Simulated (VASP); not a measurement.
Ir: single point with PBEsol

Ir:

```xyz
1
Lattice="0.0000 1.7661 1.9965 1.7661 0.0000 1.9965 1.7661 1.7661 0.0000" Properties=species:S:1:pos:R:3 pbc="T T T"
Ir    0.0000    0.0000    0.0000
```

This cell differs from its parent crystal: strain -0.080 along x and y, +0.040 along z.

```yaml
Program: VASP 6.6.1
Task: single point
Functional: PBEsol
Potentials_or_basis: VASP PAW PBE potentials, release 64 (Ir)
Cutoff: 520 eV
k_mesh: 22 × 22 × 22
Occupations: gaussian, width 0.15 eV
Spin: no spin polarisation
Dipole_correction: no
Further_INCAR_settings: ALGO = Fast; EDIFF = 1e-06; NBANDS = 10
```

```json
{"Pressure": "70.2 GPa"}
```

Stress tensor (GPa, compression positive):
```
92.72  0.00  0.00
 0.00 92.72  0.00
 0.00  0.00 25.28
```

Levels at points of the mesh, in eV from the Fermi level:
```tsv
k point	band 1	band 2	band 3	band 4	band 5	band 6	band 7	band 8
(0.00, 0.00, 0.00)	-12.58	-5.94	-3.89	-3.89	-2.87	-0.10	14.31	17.64
(0.50, 0.00, 0.00)	-9.54	-5.75	-3.82	-1.02	0.75	1.59	8.91	13.34
(0.50, 0.50, 0.00)	-9.57	-8.79	-0.04	1.46	1.78	1.78	10.00	13.96
(0.50, 0.00, 0.50)	-9.50	-8.76	0.78	0.82	2.75	3.04	10.77	12.70
```

Wall time 95 s on 1 thread of Intel(R) Xeon(R) Platinum 8259CL CPU @ 2.50GHz (Skylake/Cascade Lake), with other jobs on the host, peak memory 0.22 GiB.

Caveat: the cell differs from its parent crystal (strain -0.080 along x and y, +0.040 along z); the PAW data sets were made with another functional, which shifts forces and pressure a little; spin-orbit coupling is left out, which moves the levels of the heavy elements.
